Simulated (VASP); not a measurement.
Input of a VASP 6.6.1 run:

The input INCAR:

```
ALGO     = Normal         # electronic algorithm
EDIFF    = 1E-7           # SCF threshold, eV
ENCUT    = 520            # plane-wave cutoff, eV
GGA      = PE             # functional
ISIF     = 2              # what is computed and relaxed
ISMEAR   = 0              # smearing method
LASPH    = True           # aspherical terms in the spheres
LCHARG   = False          # write CHGCAR
LREAL    = False          # projectors in reciprocal space
LWAVE    = False          # write WAVECAR
NBANDS   = 16             # bands
NELM     = 100            # most SCF steps
PREC     = Accurate       # precision mode
SIGMA    = 0.05           # smearing width, eV
```

File KPOINTS:

```
k-points
0
Gamma
  6 6 4
```

The input POSCAR:

```
SiC
1.0
    3.0759982064      0.0000000000      0.0000000000
   -1.5379991032      2.6638925888      0.0000000000
    0.0000000000      0.0000000000      5.0480000000
Si C
2 2
Direct
    0.2608134554      0.6135784315     -0.0198098257
    0.6666666667      0.3333333333      0.5000000000
    0.3333333333      0.6666666667      0.3850000000
    0.6666666667      0.3333333333      0.8850000000
```

Potentials or basis: VASP PAW PBE potentials, release 64 (Si, C).

Command:

```console
$ cat potpaw_PBE.64/Si/POTCAR potpaw_PBE.64/C/POTCAR > POTCAR
$ mpirun -np 1 vasp_std > vasp.out
```

(1) Predict the band gap on the k mesh.

(2) Estimate the pressure.

(3) What does it give for the largest force?

## Answers

(1) 1.98 eV, indirect (least direct gap 3.83 eV).

(2) 8.4 GPa.

(3) 7.244 eV/Å.

Caveat: the cell differs from its parent crystal (atom 1 (Si) moved by (-0.200, -0.100) A along [1 1 0] and z); forces of over 1 eV/Å act on the atoms, so gaps and moduli don't describe the material at rest.
